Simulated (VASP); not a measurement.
# AlCu (Pm-3m) in VASP: further runs

Runs on AlCu. Level: PBEsol. Tasks: single point.

All numbers are computed with VASP 6.6.1; they aren't measurements. Logs are shortened: lines on timing, memory, paths and dates and some standing lists are left out, and cuts for length are marked.

## (1) The cell of the first run

Symmetry: Pm-3m, No. 221, cubic system. Conventional cell: a = 3.113 Å, b = 3.113 Å, c = 3.113 Å, α = 90.00°, β = 90.00°, γ = 90.00°. Al (site symmetry m-3m) has 8 Cu at 2.70 Å and 6 Al at 3.11 Å within 3.6 Å. Within 3.6 Å of Cu (site symmetry m-3m) lie 8 Al at 2.70 Å and 6 Cu at 3.11 Å.

## (2) Single point, PBEsol

INCAR reads:

```
PREC     = Accurate       # precision mode
ENCUT    = 520            # plane-wave cutoff, eV
EDIFF    = 1E-7           # SCF threshold, eV
ISMEAR   = 1              # smearing method
SIGMA    = 0.1            # smearing width, eV
LREAL    = F              # projectors in reciprocal space
LASPH    = T              # aspherical terms in the spheres
NELM     = 80             # most SCF steps
ALGO     = Normal         # electronic algorithm
ISIF     = 2              # what is computed and relaxed
LWAVE    = F              # write WAVECAR
LCHARG   = T              # write CHGCAR
GGA      = PS             # functional
LELF     = T              # ELF
LVHAR    = T            
NBANDS   = 14             # bands
```

KPOINTS reads:

```
regular mesh
0
Gamma
  10 10 10
```

POSCAR reads:

```
AlCu
1.0
    3.1129095605      0.0000000000      0.0000000000
    0.0000000000      3.1129095605      0.0000000000
    0.0000000000      0.0000000000      3.1129095605
Al Cu
1 1
Direct
    0.0000000000      0.0000000000      0.0000000000
    0.5000000000      0.5000000000      0.5000000000
```

Potentials or basis: VASP PAW PBE potentials, release 64 (Al, Cu).

On the command line:

```
$ cat potpaw_PBE.64/Al/POTCAR potpaw_PBE.64/Cu/POTCAR > POTCAR
$ mpirun -np 1 vasp_std > vasp.out
```

OUTCAR:

```text
PREC = Accurate
   ENCUT = 520
   EDIFF = 1E-7
   ISMEAR = 1
   LREAL = F
   LASPH = T
   NELM = 80
   ISIF = 2
   GGA = PS

 ion  position               nearest neighbor table
   1  0.000  0.000  0.000-   2 2.70   2 2.70   2 2.70   2 2.70   2 2.70   2 2.70   2 2.70   2 2.70

   2  0.500  0.500  0.500-   1 2.70   1 2.70   1 2.70   1 2.70   1 2.70   1 2.70   1 2.70   1 2.70

  LATTYP: Found a simple cubic cell.
 ALAT       =     3.1129095605

  Lattice vectors:

 A1 = (   3.1129095605,   0.0000000000,   0.0000000000)
 A2 = (   0.0000000000,   3.1129095605,   0.0000000000)
 A3 = (   0.0000000000,   0.0000000000,   3.1129095605)

Analysis of symmetry for initial positions (statically):
=====================================================================
 Subroutine PRICEL returns:
 Original cell was already a primitive cell.

 Routine SETGRP: Setting up the symmetry group for a
 simple cubic supercell.

 Subroutine GETGRP returns: Found 48 space group operations
 (whereof 48 operations were pure point group operations)
 out of a pool of 48 trial point group operations.

The static configuration has the point symmetry O_h .

Analysis of symmetry for dynamics (positions and initial velocities):
=====================================================================
 Subroutine PRICEL returns:
 Original cell was already a primitive cell.

 Routine SETGRP: Setting up the symmetry group for a
 simple cubic supercell.

 Subroutine GETGRP returns: Found 48 space group operations
 (whereof 48 operations were pure point group operations)
 out of a pool of 48 trial point group operations.

The dynamic configuration has the point symmetry O_h .

 Subroutine INISYM returns: Found 48 space group operations
 (whereof 48 operations are pure point group operations),
 and found     1 'primitive' translations

----------------------------------------------------------------------------------------

                                     Primitive cell

  volume of cell :      30.1647

  direct lattice vectors                    reciprocal lattice vectors
     3.112909560  0.000000000  0.000000000     0.321242870  0.000000000  0.000000000
     0.000000000  3.112909560  0.000000000     0.000000000  0.321242870  0.000000000
     0.000000000  0.000000000  3.112909560     0.000000000  0.000000000  0.321242870

  length of vectors
[... 90 lines left out ...]
   POTIM  = 0.5000    time-step for ionic-motion
   TEBEG  =    0.0;   TEEND  =   0.0 temperature during run
   PSTRESS=    0.0 pullay stress
   NELECT =      14.0000    total number of electrons
   NUPDOWN=      -1.0000    fix difference up-down
   EMIN   =  10.00;   EMAX   =-10.00  energy-range for DOS
   EFERMI =   0.00;   METHOD = LEGACY
   ISMEAR =     1;   SIGMA  =   0.10  broadening in eV -4-tet -1-fermi 0-gaus
   EFERMI_NEDOS =   21; number of points for ismear=-14 and -15
   IALGO  =     38    algorithm
   IMIX   =      4    mixing-type and parameters
     AMIX     =   0.40;   BMIX     =  1.00
     AMIX_MAG =   1.60;   BMIX_MAG =  1.00
  volume/ion in A,a.u.               =      15.08       101.78
  Fermi-wavevector in a.u.,A,eV,Ry     =   1.267509  2.395244 21.858831  1.606579
  Thomas-Fermi vector in A             =   2.400653
   LORBIT       =      0    0 simple, 1 ext, 2 COOP (PROOUT), +10 PAW based schemes
   GGA     = PS    functional components
   LHFCALC =     F    Hartree Fock is set to
   AEXX    =    0.0000 exact exchange contribution
   IVDW    =     0    specifies the selected vdW correction
   LEPSILON=     F    determine dielectric tensor
   LRPA    =     F    only Hartree local field effects (RPA)
 non-spin polarized calculation
 Methfessel and Paxton  Order N= 1 SIGMA  =   0.10
  energy-cutoff  :      520.00
  volume of cell :       30.16
 maximum number of plane-waves:       840
 NGX is ok and might be reduce to    24
   NGX = 11   NGY = 11   NGZ = 11

 number of electron      13.9999992 magnetization

 Free energy of the ion-electron system (eV)
  ---------------------------------------------------
  ext. energy  EPLUGINS =         0.00000000
  ---------------------------------------------------
  free energy    TOTEN  =        -8.49821938 eV

  energy without entropy =       -8.49752089  energy(sigma->0) =       -8.49798655

 E-fermi :   7.6563     XC(G=0): -11.0888

 val. band max:        7.6515426637   @ k =   0.3000   0.3000   0.1000
 cond. band min:       7.6660322865   @ k =   0.2000   0.1000   0.0000
 fundamental gap:      0.0144896229
 Fermi energy:         7.6562770126

 k-point     1 :       0.0000    0.0000    0.0000
  band No.  band energies     occupation
      1      -2.9697      2.00000
      2       3.3172      2.00000
      3       3.3172      2.00000
      4       4.1473      2.00000
      5       4.1473      2.00000
      6       4.1473      2.00000
      7      11.1945      0.00000
      8      11.1945      0.00000
      9      11.1945      0.00000
     10      13.7835      0.00000
     11      13.7835      0.00000
     12      16.0813      0.00000
     13      24.9394      0.00000
     14      24.9394      0.00000
[... 377 lines left out ...]
      1      -1.2862      2.00000
      2       3.0886      2.00000
      3       3.4833      2.00000
      4       3.8474      2.00000
      5       3.9003      2.00000
      6       4.1057      2.00000
      7       6.0251      2.00000
      8      11.0879      0.00000
      9      11.4785      0.00000
     10      16.0460      0.00000
     11      17.2502      0.00000
     12      17.8526      0.00000
     13      18.1574      0.00000
     14      22.0076      0.00000

 [... further k-points ...]

------------------------ aborting loop because EDIFF is reached ----------------------------------------

  FORCE on cell =-STRESS in cart. coord.  units (eV):
  Direction    XX          YY          ZZ          XY          YZ          ZX
  --------------------------------------------------------------------------------------
  -------------------------------------------------------------------------------------
  Total       -2.4413772     -2.4413772     -2.4413772     -0.0000000     -0.0000000      0.0000000
  in kB     -129.6719268   -129.6719268   -129.6719268     -0.0000000     -0.0000000      0.0000000
  external PRESSURE =    -129.6719268 kB  Pullay stress =       0.0000000 kB

 VOLUME and BASIS-vectors are now :
 -----------------------------------------------------------------------------
  energy-cutoff  :      520.00
  volume of cell :       30.16
      direct lattice vectors                 reciprocal lattice vectors
     3.112909560  0.000000000  0.000000000     0.321242870  0.000000000  0.000000000
     0.000000000  3.112909560  0.000000000     0.000000000  0.321242870  0.000000000
     0.000000000  0.000000000  3.112909560     0.000000000  0.000000000  0.321242870

 POSITION                                       TOTAL-FORCE (eV/Angst)
 -----------------------------------------------------------------------------------
      0.00000      0.00000      0.00000         0.000000      0.000000      0.000000
      1.55645      1.55645      1.55645         0.000000      0.000000      0.000000
 -----------------------------------------------------------------------------------
    total drift:                                0.000000      0.000000     -0.000000

  FREE ENERGIE OF THE ION-ELECTRON SYSTEM (eV)
  ---------------------------------------------------
  free  energy   TOTEN  =        -8.4982193759 eV

  energy  without entropy=       -8.4975208930  energy(sigma->0) =       -8.49798655
```

stdout:

```text
POSCAR found type information on POSCAR AlCu
 POSCAR found :  2 types and       2 ions
 scaLAPACK will be used
 -----------------------------------------------------------------------------
|                                                                             |
|                                                                             |
|     You enforced a specific xc type in the INCAR file but a different       |
|     I HOPE YOU KNOW WHAT YOU ARE DOING!                                     |
|                                                                             |
 -----------------------------------------------------------------------------

 LDA part: xc-table for (Slater+PW92), standard interpolation
 POSCAR, INCAR and KPOINTS ok, starting setup
 FFT: planning ... GRIDC
 FFT: planning ... GRID_SOFT
 FFT: planning ... GRID
 WAVECAR not read
 entering main loop
```

Wall time 14 s (1 thread of Intel Xeon 6975P-C (Granite Rapids), shared host); peak memory 0.14 GiB.

What came out:

```
Free energy            : -8.4982 eV
Pressure               : -13.0 GPa
Band gap on the k mesh : zero (band 7 reaches 11.19 eV, above the bottom of band 8 at 6.82 eV)
```

Levels at points of the mesh, in eV from the Fermi level:
| k point | band 3 | band 4 | band 5 | band 6 | band 7 | band 8 | band 9 | band 10 | band 11 | band 12 |
| --- | --- | --- | --- | --- | --- | --- | --- | --- | --- | --- |
| (0.00, 0.00, 0.00) | -4.34 | -3.51 | -3.51 | -3.51 | 3.54 | 3.54 | 3.54 | 6.13 | 6.13 | 8.43 |
| (0.50, 0.00, 0.00) | -4.12 | -3.88 | -3.88 | -3.47 | -2.90 | 7.11 | 7.66 | 7.66 | 7.67 | 7.67 |
| (0.50, 0.50, 0.00) | -3.78 | -3.78 | -3.30 | -3.30 | -3.19 | -0.84 | -0.45 | 9.09 | 12.17 | 12.17 |
| (0.50, 0.50, 0.50) | -4.84 | -3.18 | -3.18 | 0.96 | 0.96 | 0.96 | 1.05 | 1.95 | 1.95 | 1.95 |

Caveat: the PAW data sets were made with another functional, which shifts forces and pressure a little.

## (3) Single point, PBEsol

This run uses another cell than the first one, of 12.93 Å³/atom, 0.857 times its volume.

INCAR reads:

```
PREC = Accurate
ENCUT = 700
EDIFF = 1E-6
ISMEAR = 1
SIGMA = 0.1
LREAL = F
LASPH = T
NELM = 120
ALGO = Normal
ISIF = 2
LWAVE = F
LCHARG = F
GGA = PS
NBANDS = 18
GGA_COMPAT = F
```

KPOINTS is that of step 2.

POSCAR reads:

```
AlCu
1.0
    2.9569971555      0.0000000000      0.0000000000
    0.0000000000      2.9569971555      0.0000000000
    0.0000000000      0.0000000000      2.9569971555
Al Cu
1 1
Direct
    0.0000000000      0.0000000000      0.0000000000
    0.5000000000      0.5000000000      0.5000000000
```

Potentials or basis: VASP PAW PBE potentials, release 64 (Al, Cu_sv_GW).

On the command line:

```
$ cat potpaw_PBE.64/Al/POTCAR potpaw_PBE.64/Cu_sv_GW/POTCAR > POTCAR
$ mpirun -np 1 vasp_std > vasp.out
```

OUTCAR:

```text
PREC = Accurate
   ENCUT = 700
   EDIFF = 1E-6
   ISMEAR = 1
   LREAL = F
   LASPH = T
   NELM = 120
   ISIF = 2
   GGA = PS

 ion  position               nearest neighbor table
   1  0.000  0.000  0.000-   2 2.56   2 2.56   2 2.56   2 2.56   2 2.56   2 2.56   2 2.56   2 2.56

   2  0.500  0.500  0.500-   1 2.56   1 2.56   1 2.56   1 2.56   1 2.56   1 2.56   1 2.56   1 2.56

  LATTYP: Found a simple cubic cell.
 ALAT       =     2.9569971555

  Lattice vectors:

 A1 = (   2.9569971555,   0.0000000000,   0.0000000000)
 A2 = (   0.0000000000,   2.9569971555,   0.0000000000)
 A3 = (   0.0000000000,   0.0000000000,   2.9569971555)

Analysis of symmetry for initial positions (statically):
=====================================================================
 Subroutine PRICEL returns:
 Original cell was already a primitive cell.

 Routine SETGRP: Setting up the symmetry group for a
 simple cubic supercell.

 Subroutine GETGRP returns: Found 48 space group operations
 (whereof 48 operations were pure point group operations)
[... 161 lines left out ...]
  free energy    TOTEN  =        -8.77369277 eV

  energy without entropy =       -8.77334289  energy(sigma->0) =       -8.77357614

 E-fermi :   9.5550     XC(G=0): -12.0945

 val. band max:        9.5378823813   @ k =   0.5000   0.4000   0.1000
 cond. band min:       9.5579395156   @ k =   0.5000   0.5000   0.1000
 fundamental gap:      0.0200571343
 Fermi energy:         9.5550220071

 k-point     1 :       0.0000    0.0000    0.0000
  band No.  band energies     occupation
      1    -104.3163      2.00000
      2     -61.8392      2.00000
      3     -61.8392      2.00000
      4     -61.8392      2.00000
      5      -2.3602      2.00000
      6       4.4036      2.00000
[... 481 lines left out ...]
      5      -0.4929      2.00000
      6       4.1736      2.00000
[... 10 lines left out ...]
     17      21.2978      0.00000
     18      25.3022      0.00000

 [... further k-points ...]

------------------------ aborting loop because EDIFF is reached ----------------------------------------

  FORCE on cell =-STRESS in cart. coord.  units (eV):
  Direction    XX          YY          ZZ          XY          YZ          ZX
  --------------------------------------------------------------------------------------
  -------------------------------------------------------------------------------------
  Total       -0.2357913     -0.2357913     -0.2357913     -0.0000000      0.0000000     -0.0000000
  in kB      -14.6111913    -14.6111913    -14.6111913     -0.0000000      0.0000000     -0.0000000
  external PRESSURE =     -14.6111913 kB  Pullay stress =       0.0000000 kB

 VOLUME and BASIS-vectors are now :
 -----------------------------------------------------------------------------
  energy-cutoff  :      700.00
  volume of cell :       25.86
      direct lattice vectors                 reciprocal lattice vectors
     2.956997155  0.000000000  0.000000000     0.338180914  0.000000000  0.000000000
     0.000000000  2.956997155  0.000000000     0.000000000  0.338180914  0.000000000
     0.000000000  0.000000000  2.956997155     0.000000000  0.000000000  0.338180914

 POSITION                                       TOTAL-FORCE (eV/Angst)
 -----------------------------------------------------------------------------------
      0.00000      0.00000      0.00000         0.000000      0.000000      0.000000
      1.47850      1.47850      1.47850         0.000000      0.000000      0.000000
 -----------------------------------------------------------------------------------
    total drift:                                0.000000      0.000000      0.000000

  FREE ENERGIE OF THE ION-ELECTRON SYSTEM (eV)
  ---------------------------------------------------
  free  energy   TOTEN  =        -8.7736927685 eV

  energy  without entropy=       -8.7733428931  energy(sigma->0) =       -8.77357614
```

OSZICAR:

```text
N       E                     dE             d eps       ncg     rms          rms(c)
DAV:   1     0.231440390342E+03    0.23144E+03   -0.17728E+04  3178   0.350E+03
DAV:   2     0.378557159668E+01   -0.22765E+03   -0.21980E+03  2966   0.773E+02
DAV:   3    -0.104405565589E+02   -0.14226E+02   -0.13894E+02  3242   0.270E+02
DAV:   4    -0.108632146063E+02   -0.42266E+00   -0.42086E+00  3248   0.418E+01
DAV:   5    -0.108861466102E+02   -0.22932E-01   -0.22928E-01  3168   0.547E+00    0.132E+01
DAV:   6    -0.124887774225E+02   -0.16026E+01   -0.44346E+01  3112   0.409E+02    0.132E+01
DAV:   7    -0.880626482290E+01    0.36825E+01   -0.11673E+01  3048   0.232E+02    0.242E+00
DAV:   8    -0.879394305596E+01    0.12322E-01   -0.55460E-01  3400   0.386E+01    0.139E+00
DAV:   9    -0.877466557771E+01    0.19277E-01   -0.94411E-02  3156   0.178E+01    0.255E-01
DAV:  10    -0.877369749935E+01    0.96808E-03   -0.39692E-03  3392   0.379E+00    0.657E-02
DAV:  11    -0.877374853695E+01   -0.51038E-04   -0.29896E-04  3576   0.875E-01    0.573E-02
DAV:  12    -0.877369450379E+01    0.54033E-04   -0.12362E-04  3246   0.707E-01    0.115E-02
DAV:  13    -0.877369257300E+01    0.19308E-05   -0.60473E-06  2676   0.128E-01    0.171E-03
DAV:  14    -0.877369276848E+01   -0.19548E-06   -0.16251E-06  1614   0.296E-02
   1 F= -.87736928E+01 E0= -.87735761E+01  d E =-.349875E-03
```

Wall time 43 s (1 thread of Intel Xeon 6975P-C (Granite Rapids), shared host); peak memory 0.2 GiB.

What came out:

```yaml
Free_energy: -8.7737 eV
Pressure: -1.5 GPa
Band_gap_on_the_k_mesh: zero (band 11 reaches 13.38 eV, above the bottom of band 12 at 8.61 eV)
```

Caveat: the PAW data sets were made with another functional, which shifts forces and pressure a little.

## (4) Single point, PBEsol

This run uses another cell than the first one, of 14.54 Å³/atom, 0.964 times its volume.

INCAR reads:

```
PREC = Accurate ; ENCUT = 700
EDIFF = 1E-6 ; ISMEAR = 1
SIGMA = 0.1 ; LREAL = False
LASPH = True ; NELM = 120
ALGO = Normal ; ISIF = 2
LWAVE = False ; LCHARG = False
GGA = PS ; NBANDS = 18
GGA_COMPAT = False
```

KPOINTS reads:

```
Automatic mesh
0
Gamma
  10 10 10
```

POSCAR reads:

```
AlCu
1.0
    3.0754009740      0.0000000000      0.0000000000
    0.0000000000      3.0754009740      0.0000000000
    0.0000000000      0.0000000000      3.0754009740
Al Cu
1 1
Direct
    0.0000000000      0.0000000000      0.0000000000
    0.5000000000      0.5000000000      0.5000000000
```

On the command line:

```
$ cat potpaw_PBE.64/Al/POTCAR potpaw_PBE.64/Cu_sv_GW/POTCAR > POTCAR
$ mpirun -np 1 vasp_std > vasp.out
```

Run time: 39 s. Hardware: 1 thread of Intel Xeon Platinum 8259CL at 2.50GHz (Skylake/Cascade Lake), shared host; peak memory 0.21 GiB.

Results (log left out):

| Quantity | Value |
| --- | --- |
| Free energy | -8.6535 eV |
| Pressure | -13.3 GPa |
| Band gap on the k mesh | zero (band 11 reaches 11.67 eV, above the bottom of band 12 at 7.21 eV) |

Levels at points of the mesh, in eV from the Fermi level:
```tsv
k point	band 9	band 10	band 11	band 12	band 13	band 14
(0.00, 0.00, 0.00)	-3.59	-3.59	3.60	3.60	3.60	6.19
(0.50, 0.00, 0.00)	-3.99	-3.55	-2.95	7.13	7.74	7.74
(0.50, 0.50, 0.00)	-3.46	-3.46	-3.25	-0.87	-0.33	9.39
(0.50, 0.50, 0.50)	-3.24	0.85	0.85	0.85	1.27	2.04
```

Caveat: the PAW data sets were made with another functional, which shifts forces and pressure a little.

(Part 1 of 2 ends here.)
